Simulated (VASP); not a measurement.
# VO2 (P4_2/mnm) in VASP: a series of runs

Runs on VO2. Level: PBE. Tasks: relaxation of shape and atoms at fixed volume.

Program: VASP 6.6.1. These are calculated values, not measurements. Logs are shortened: lines on timing, memory, paths and dates and some standing lists are left out, and cuts for length are marked.

### 1 The cell of the first run

Symmetry: P4_2/mnm, No. 136, tetragonal system. Conventional cell: a = 4.645 Å, b = 4.645 Å, c = 2.793 Å, α = 90.00°, β = 90.00°, γ = 90.00°. Within 2.6 Å of V (site symmetry mmm) lie 6 O at 1.92 to 1.96 Å. O (site symmetry m2m) has 3 V at 1.92 to 1.96 Å and 11 O at 2.65 to 2.79 Å within 2.8 Å.

### 2 Relaxation of shape and atoms at fixed volume, PBE (10.05 Å³/atom)

File INCAR:

```
ALGO = Normal
EDIFF = 1E-7
EDIFFG = -0.01
ENCUT = 600
GGA = PE
GGA_COMPAT = F
IBRION = 2
ISIF = 4
ISMEAR = 0
LASPH = T
LCHARG = F
LREAL = F
LWAVE = F
NELM = 120
NELMIN = 4
NSW = 60
PREC = Accurate
SIGMA = 0.05
```

File KPOINTS:

```
k-points
0
Gamma
  6 6 10
```

File POSCAR:

```
VO2
1.0
    4.6452818417      0.0000000000      0.0000000000
    0.0000000000      4.6452818417      0.0000000000
    0.0000000000      0.0000000000      2.7933221787
V O
2 4
Direct
    0.0000000000      0.0000000000      0.0000000000
    0.5000000000      0.5000000000      0.5000000000
    0.2985480401      0.2985480401      0.0000000000
    0.2014519599      0.7985480401      0.5000000000
    0.7014519599      0.7014519599      0.0000000000
    0.7985480401      0.2014519599      0.5000000000
```

Potentials or basis: VASP PAW PBE potentials, release 64 (V_sv, O).

Command:

```
$ cat potpaw_PBE.64/V_sv/POTCAR potpaw_PBE.64/O/POTCAR > POTCAR
$ mpirun -np 1 vasp_std > vasp.out
```

OUTCAR:

```text
EDIFF = 1E-7
   EDIFFG = -0.01
   ENCUT = 600
   GGA = PE
   IBRION = 2
   ISIF = 4
   ISMEAR = 0
   LASPH = T
   LREAL = F
   NELM = 120
   NELMIN = 4
   NSW = 60
   PREC = Accurate

 ion  position               nearest neighbor table
   1  0.000  0.000  0.000-   4 1.92   6 1.92   4 1.92   6 1.92   5 1.96   3 1.96
   2  0.500  0.500  0.500-   3 1.92   5 1.92   3 1.92   5 1.92   4 1.96   6 1.96
   3  0.299  0.299  0.000-   2 1.92   2 1.92   1 1.96
   4  0.201  0.799  0.500-   1 1.92   1 1.92   2 1.96
   5  0.701  0.701  0.000-   2 1.92   2 1.92   1 1.96
   6  0.799  0.201  0.500-   1 1.92   1 1.92   2 1.96

  LATTYP: Found a simple tetragonal cell.
 ALAT       =     4.6452818417
 C/A-ratio  =     0.6013245857

  Lattice vectors:

 A1 = (   4.6452818417,   0.0000000000,   0.0000000000)
 A2 = (   0.0000000000,   4.6452818417,   0.0000000000)
 A3 = (   0.0000000000,   0.0000000000,   2.7933221787)

Analysis of symmetry for initial positions (statically):
=====================================================================
 Subroutine PRICEL returns:
 Original cell was already a primitive cell.

 Routine SETGRP: Setting up the symmetry group for a
 simple tetragonal supercell.

 Subroutine GETGRP returns: Found 16 space group operations
 (whereof  8 operations were pure point group operations)
 out of a pool of 16 trial point group operations.

The static configuration has the point symmetry D_2h.
 The point group associated with its full space group is D_4h.

Analysis of symmetry for dynamics (positions and initial velocities):
=====================================================================
 Subroutine PRICEL returns:
 Original cell was already a primitive cell.

 Routine SETGRP: Setting up the symmetry group for a
 simple tetragonal supercell.

 Subroutine GETGRP returns: Found 16 space group operations
 (whereof  8 operations were pure point group operations)
 out of a pool of 16 trial point group operations.

The dynamic configuration has the point symmetry D_2h.
 The point group associated with its full space group is D_4h.

 Subroutine INISYM returns: Found 16 space group operations
 (whereof  8 operations are pure point group operations),
 and found     1 'primitive' translations

----------------------------------------------------------------------------------------

                                     Primitive cell

  volume of cell :      60.2761

  direct lattice vectors                    reciprocal lattice vectors
     4.645281842  0.000000000  0.000000000     0.215272191  0.000000000  0.000000000
     0.000000000  4.645281842  0.000000000     0.000000000  0.215272191  0.000000000
     0.000000000  0.000000000  2.793322179     0.000000000  0.000000000  0.357996656

  length of vectors
     4.645281842  4.645281842  2.793322179     0.215272191  0.215272191  0.357996656

  position of ions in fractional coordinates (direct lattice)
     0.000000000  0.000000000  0.000000000
     0.500000000  0.500000000  0.500000000
     0.298548040  0.298548040  0.000000000
     0.201451960  0.798548040  0.500000000
     0.701451960  0.701451960  0.000000000
     0.798548040  0.201451960  0.500000000

  ion indices of the primitive-cell ions
   primitive index   ion index
                 1           1
                 2           2
                 3           3
                 4           4
                 5           5
                 6           6

----------------------------------------------------------------------------------------

 KPOINTS: k-points

Automatic generation of k-mesh.
 Grid dimensions read from file:
 generate k-points for:    6    6   10

 Generating k-lattice:

  Cartesian coordinates                     Fractional coordinates (reciprocal lattice)
     0.035878699  0.000000000  0.000000000     0.166666667  0.000000000  0.000000000
     0.000000000  0.035878699  0.000000000     0.000000000  0.166666667  0.000000000
     0.000000000  0.000000000  0.035799666     0.000000000  0.000000000  0.100000000

  Length of vectors
     0.035878699  0.035878699  0.035799666

  Shift w.r.t. Gamma in fractional coordinates (k-lattice)
     0.000000000  0.000000000  0.000000000

 Subroutine IBZKPT returns following result:
 ===========================================

 Found     60 irreducible k-points:

 Following reciprocal coordinates:
            Coordinates               Weight
  0.000000  0.000000  0.000000      1.000000
  0.166667  0.000000  0.000000      4.000000
  0.333333  0.000000  0.000000      4.000000
  0.500000  0.000000  0.000000      2.000000
  0.166667  0.166667  0.000000      4.000000
  0.333333  0.166667  0.000000      8.000000
[... 16 lines left out ...]
  0.333333  0.000000  0.200000      8.000000
  0.500000  0.000000  0.200000      4.000000
 [... further k-points ...]
   k-points           NKPTS =     60   k-points in BZ     NKDIM =     60   number of bands    NBANDS=     30
   number of dos      NEDOS =    301   number of ions     NIONS =      6
   total plane-waves  NPLWV =  38400
   dimension x,y,z NGX =    40 NGY =   40 NGZ =   24
   dimension x,y,z NGXF=    80 NGYF=   80 NGZF=   48
   ions per type =               2   4
   NGX,Y,Z   is equivalent  to a cutoff of  14.32, 14.32, 14.28 a.u.
   NGXF,Y,Z  is equivalent  to a cutoff of  28.63, 28.63, 28.57 a.u.
 SYSTEM =  unknown system
   PREC   = accura    normal or accurate (medium, high low for compatibility)
   ISTART =      0    job   : 0-new  1-cont  2-samecut
   ICHARG =      2    charge: 1-file 2-atom 10-const
   ISPIN  =      1    spin polarized calculation?
   LNONCOLLINEAR =      F non collinear calculations
   LSORBIT =      F    spin-orbit coupling
   LASPH  =      T    aspherical Exc in radial PAW
   ENCUT  =  600.0 eV  44.10 Ry    6.64 a.u.   9.28  9.28  5.58*2*pi/ulx,y,z
   NELM   =    120;   NELMIN=  4; NELMDL= -5     # of ELM steps
   EDIFF  = 0.1E-06   stopping-criterion for ELM
   LREAL  =      F    real-space projection
   EDIFFG = -.1E-01   stopping-criterion for IOM
   NSW    =     60    number of steps for IOM
   IBRION =      2    ionic relax: 0-MD 1-quasi-New 2-CG
   NFREE  =      1    steps in history (QN), initial steepest desc. (CG)
   ISIF   =      4    stress and relaxation
   ISYM   =      2    0-nonsym 1-usesym 2-fastsym
   POTIM  = 0.5000    time-step for ionic-motion
   TEBEG  =    0.0;   TEEND  =   0.0 temperature during run
   PSTRESS=    0.0 pullay stress
   NELECT =      50.0000    total number of electrons
   NUPDOWN=      -1.0000    fix difference up-down
   EMIN   =  10.00;   EMAX   =-10.00  energy-range for DOS
   EFERMI =   0.00;   METHOD = LEGACY
   ISMEAR =     0;   SIGMA  =   0.05  broadening in eV -4-tet -1-fermi 0-gaus
   EFERMI_NEDOS =   21; number of points for ismear=-14 and -15
   IALGO  =     38    algorithm
   IMIX   =      4    mixing-type and parameters
     AMIX     =   0.40;   BMIX     =  1.00
     AMIX_MAG =   1.60;   BMIX_MAG =  1.00
  volume/ion in A,a.u.               =      10.05        67.79
  Fermi-wavevector in a.u.,A,eV,Ry     =   1.538213  2.906801 32.192729  2.366099
  Thomas-Fermi vector in A             =   2.644613
   LORBIT       =      0    0 simple, 1 ext, 2 COOP (PROOUT), +10 PAW based schemes
   GGA     = PE    functional components
   LHFCALC =     F    Hartree Fock is set to
   AEXX    =    0.0000 exact exchange contribution
   IVDW    =     0    specifies the selected vdW correction
   LEPSILON=     F    determine dielectric tensor
   LRPA    =     F    only Hartree local field effects (RPA)
 conjugate gradient relaxation of ions
 non-spin polarized calculation
 Gauss-broadening in eV      SIGMA  =   0.05
  energy-cutoff  :      600.00
  volume of cell :       60.28
 maximum number of plane-waves:      2039
 NGX is ok and might be reduce to    40
   NGX = 19   NGY = 19   NGZ = 11

--------------------------------------- Ionic step        1  -------------------------------------------

 number of electron      50.0000024 magnetization

 Free energy of the ion-electron system (eV)
  ---------------------------------------------------
  ext. energy  EPLUGINS =         0.00000000
  ---------------------------------------------------
  free energy    TOTEN  =       -51.78871338 eV

  energy without entropy =      -51.78001513  energy(sigma->0) =      -51.78436426

------------------------ aborting loop because EDIFF is reached ----------------------------------------

  FORCE on cell =-STRESS in cart. coord.  units (eV):
  Direction    XX          YY          ZZ          XY          YZ          ZX
  --------------------------------------------------------------------------------------
  -------------------------------------------------------------------------------------
  Total       -1.5017789     -1.5017789     -1.6054989      0.0000000      0.0000000      0.0000000
  in kB      -39.9182433    -39.9182433    -42.6751870      0.0000000      0.0000000      0.0000000
  external PRESSURE =     -40.8372245 kB  Pullay stress =       0.0000000 kB
[... 65 lines left out ...]
  energy  without entropy=      -51.7809148776  energy(sigma->0) =      -51.78517179

--------------------------------------- Ionic step        3  -------------------------------------------

 number of electron      50.0000025 magnetization

 Free energy of the ion-electron system (eV)
  ---------------------------------------------------
  ext. energy  EPLUGINS =         0.00000000
  ---------------------------------------------------
  free energy    TOTEN  =       -51.78945994 eV

  energy without entropy =      -51.78100353  energy(sigma->0) =      -51.78523174

 E-fermi :   6.1930     XC(G=0): -11.6593

 val. band max:        6.1910108178   @ k =   0.3333   0.3333   0.2000
 cond. band min:       6.1982258098   @ k =   0.3333   0.3333   0.3000
 fundamental gap:      0.0072149921
 Fermi energy:         6.1929997490

 k-point     1 :       0.0000    0.0000    0.0000
  band No.  band energies     occupation
      1     -59.5842      2.00000
      2     -59.5764      2.00000
      3     -33.4286      2.00000
      4     -33.4286      2.00000
      5     -33.3932      2.00000
      6     -33.3777      2.00000
[... 781 lines left out ...]
     29       7.3913      0.00000
     30       7.3913      0.00000

 [... further k-points ...]

------------------------ aborting loop because EDIFF is reached ----------------------------------------

  FORCE on cell =-STRESS in cart. coord.  units (eV):
  Direction    XX          YY          ZZ          XY          YZ          ZX
  --------------------------------------------------------------------------------------
  -------------------------------------------------------------------------------------
  Total       -1.4498521     -1.4498521     -1.3687092      0.0000000      0.0000000      0.0000000
  in kB      -38.5379941    -38.5379941    -36.3811650      0.0000000      0.0000000      0.0000000
  external PRESSURE =     -37.8190510 kB  Pullay stress =       0.0000000 kB
[... 21 lines left out ...]
  FREE ENERGIE OF THE ION-ELECTRON SYSTEM (eV)
  ---------------------------------------------------
  free  energy   TOTEN  =       -51.7894599445 eV

  energy  without entropy=      -51.7810035332  energy(sigma->0) =      -51.78523174

 reached required accuracy - stopping structural energy minimisation
```

Wall time 3.5 min (1 thread of Oxide Virtual Turin-like, shared host); peak memory 0.22 GiB.

Results:

| Item | Value |
| --- | --- |
| Free energy | -51.7895 eV |
| Energy gained by relaxing | 0.1 meV/atom |
| Ionic steps | 3 |
| Pressure after relaxing | -3.8 GPa |
| Band gap on the k mesh | zero (bands 25 and 26 overlap by 1.34 eV) |

Forces in eV/Å, atoms in the order of the input:
```
V    0.000  0.000  0.000
V    0.000  0.000  0.000
O    0.002  0.002  0.000
O   -0.002  0.002  0.000
O   -0.002 -0.002  0.000
O    0.002 -0.002  0.000
```

Stress tensor (GPa, compression positive):
```
-3.85  0.00  0.00
 0.00 -3.85  0.00
 0.00  0.00 -3.64
```

The path:
```csv
step,energy change (eV),largest force (eV/Å),pressure (GPa),volume (Å³)
1,0.0000,0.0762,-4.08,60.28
2,-0.0007,0.0185,-3.85,60.28
3,-0.0007,0.0023,-3.78,60.28
```

Final structure:
```
V O
1.0
     4.64691    0.00000    0.00000
     0.00000    4.64691    0.00000
     0.00000    0.00000    2.79136
V O
2 4
Direct
  0.00000 0.00000 0.00000
  0.50000 0.50000 0.50000
  0.29925 0.29925 0.00000
  0.20075 0.79925 0.50000
  0.70075 0.70075 0.00000
  0.79925 0.20075 0.50000
```

Levels at points of the mesh, in eV from the Fermi level:
```csv
k point,band 22,band 23,band 24,band 25,band 26,band 27,band 28,band 29
"(0.00, 0.00, 0.00)",-2.19,-2.16,-1.77,-0.67,-0.66,0.07,0.07,0.17
"(0.50, 0.00, 0.00)",-3.09,-2.43,-2.43,-0.06,-0.06,0.58,0.58,1.28
"(0.50, 0.50, 0.00)",-3.01,-2.74,-2.74,-0.72,-0.72,0.09,0.09,1.61
"(0.00, 0.00, 0.50)",-3.96,-3.31,-3.31,0.62,0.62,1.10,1.10,1.10
"(0.50, 0.00, 0.50)",-3.87,-2.72,-2.72,-0.50,-0.50,1.05,1.05,1.41
"(0.50, 0.50, 0.50)",-3.02,-2.48,-2.48,0.32,0.32,0.60,0.60,1.10
```

Caveat: the run has no spin polarisation, though such a crystal can be magnetic; semilocal functionals often make such compounds metallic where correlation or magnetic order opens a gap, which also shifts bond lengths.

(Part 1 of 2 ends here.)
